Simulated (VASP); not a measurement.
A run of VASP 6.6.1:

POSCAR

```
PbO
1.0
    4.1996609317      0.0000000000      0.0000000000
   -2.0998304658      3.6370130541      0.0000000000
    0.0000000000      0.0000000000      5.8509445696
Pb O
2 2
Direct
    0.6666666667      0.3333333333      0.0144180024
    0.3333333333      0.6666666667      0.5144180024
    0.6666666667      0.3333333333      0.6107819976
    0.3333333333      0.6666666667      0.1107819976
```

The input INCAR.step1:

```
PREC     = Accurate       # precision mode
ENCUT    = 520            # plane-wave cutoff, eV
EDIFF    = 1E-6           # SCF threshold, eV
ISMEAR   = 0              # smearing method
SIGMA    = 0.05           # smearing width, eV
LREAL    = F              # projectors in reciprocal space
LASPH    = T              # aspherical terms in the spheres
NELM     = 60             # most SCF steps
ALGO     = Normal         # electronic algorithm
ISIF     = 2              # what is computed and relaxed
LWAVE    = F              # write WAVECAR
LCHARG   = T              # write CHGCAR
GGA      = PE             # functional
NBANDS   = 28             # bands
```

File KPOINTS.step1:

```
regular mesh
0
Gamma
  10 10 6
```

The input INCAR.step2:

```
PREC     = Accurate       # precision mode
ENCUT    = 520            # plane-wave cutoff, eV
EDIFF    = 1E-6           # SCF threshold, eV
ISMEAR   = -5             # smearing method
SIGMA    = 0.05           # smearing width, eV
LREAL    = F              # projectors in reciprocal space
LASPH    = T              # aspherical terms in the spheres
NELM     = 60             # most SCF steps
ALGO     = Normal         # electronic algorithm
ISIF     = 2              # what is computed and relaxed
LWAVE    = F              # write WAVECAR
LCHARG   = F              # write CHGCAR
GGA      = PE             # functional
LORBIT   = 10             # projections on sites
NEDOS    = 1001           # points of the DOS
ICHARG   = 11             # starting density
```

Contents of KPOINTS.step2:

```
regular mesh
0
Gamma
  15 15 9
```

Potentials or basis: VASP PAW PBE potentials, release 64 (Pb_d, O).

Command:

```sh
$ cat potpaw_PBE.64/Pb_d/POTCAR potpaw_PBE.64/O/POTCAR > POTCAR
$ cp INCAR.step1 INCAR
$ cp KPOINTS.step1 KPOINTS
$ mpirun -np 1 vasp_std > vasp.out
$ cp INCAR.step2 INCAR
$ cp KPOINTS.step2 KPOINTS
$ mpirun -np 1 vasp_std > vasp.out
```

Hardware: 1 thread of AMD EPYC 7R13, on a shared host.

Q: Estimate the wall time of this run.

A: It took 8.1 min on 1 thread of AMD EPYC 7R13, with other jobs on the host, peak memory 0.35 GiB. Counts: k points 135.
